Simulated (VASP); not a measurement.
**Cu3N: single point with PBEsol**

The system is Cu3N.

```
Cu N
1.0
     3.76448    0.00000    0.00000
     0.00000    3.76448    0.00000
     0.00000    0.00000    3.76448
Cu N
3 1
Direct
  0.50000 0.00000 0.00000
  0.00000 0.50000 0.00000
  0.00000 0.00000 0.50000
  0.00000 0.00000 0.00000
```

```
Program             : VASP 6.6.1
Task                : single point
Functional          : PBEsol
Potentials or basis : VASP PAW PBE potentials, release 64 (Cu, N)
Cutoff              : 600 eV
k mesh              : 8 × 8 × 8
Occupations         : fermi-dirac, width 0.1 eV
Spin                : no spin polarisation
```

| Property | Result |
| --- | --- |
| Pressure | 0.7 GPa |

Levels at points of the mesh, in eV from the Fermi level:
| k point | band 16 | band 17 | band 18 | band 19 | band 20 | band 21 | band 22 | band 23 |
| --- | --- | --- | --- | --- | --- | --- | --- | --- |
| (0.00, 0.00, 0.00) | -2.00 | -2.00 | -2.00 | -1.95 | 1.02 | 5.34 | 5.34 | 6.56 |
| (0.50, 0.00, 0.00) | -2.37 | -2.00 | -1.57 | -1.57 | 1.59 | 3.27 | 6.91 | 7.18 |
| (0.50, 0.50, 0.00) | -2.32 | -1.20 | -1.20 | -0.81 | -0.03 | 3.62 | 4.83 | 4.83 |
| (0.50, 0.50, 0.50) | -2.04 | -0.07 | -0.07 | -0.07 | 0.57 | 0.57 | 0.57 | 5.99 |

Wall time 60 s on 1 thread of Intel(R) Xeon(R) Platinum 8259CL CPU @ 2.50GHz (Skylake/Cascade Lake), with other jobs on the host, peak memory 0.19 GiB.

Caveat: the PAW data sets were made with another functional, which shifts forces and pressure a little.
